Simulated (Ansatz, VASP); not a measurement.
## Two plane-wave programs on SnO

```
Sn O
1.0
     0.00000    0.00000   -3.89416
    -3.31561    0.00000    0.00000
     0.00000   13.41000    0.00000
Sn O
4 4
Direct
  0.47383 0.00000 0.73760
  0.47383 0.00000 0.31217
  0.97383 0.50000 0.11325
  0.97383 0.50000 0.53868
  0.27617 0.00000 0.16394
  0.27617 0.00000 0.58937
  0.77617 0.50000 0.68692
  0.77617 0.50000 0.26149
```

Alike in both runs: task single point; functional PBEsol; k mesh 7 × 8 × 3; occupations gaussian, width 0.05 eV; no spin polarisation.

|  | VASP | Ansatz |
| --- | --- | --- |
| version | VASP 6.6.1 | Ansatz 0.2.0 |
| potentials or method | VASP PAW PBE potentials, release 64 (Sn_d, O), cutoff 520 eV | scalar-relativistic, plane waves, PAW |
| valence electrons in the cell | 80 | 80 |

|  | VASP | Ansatz | Ansatz less VASP |
| --- | --- | --- | --- |
| gap on the k mesh at the Fermi level (eV) | 1.87 | 1.88 | +0.010 |
| least direct gap on the mesh (eV) | 2.15 | 2.16 | +0.013 |
| pressure (GPa) | 0.2 | 0.0 | -0.21 |
| traceless stress, the component that is largest in VASP (GPa) | 0.34 | 0.31 | -0.027 |
| rms of the force components (eV/Å) | 0.043 | 0.028 | -0.0151 |

VASP's potentials were made for PBE, not for PBEsol. Atom by atom the forces differ by 0.037 eV/Å (rms over components).
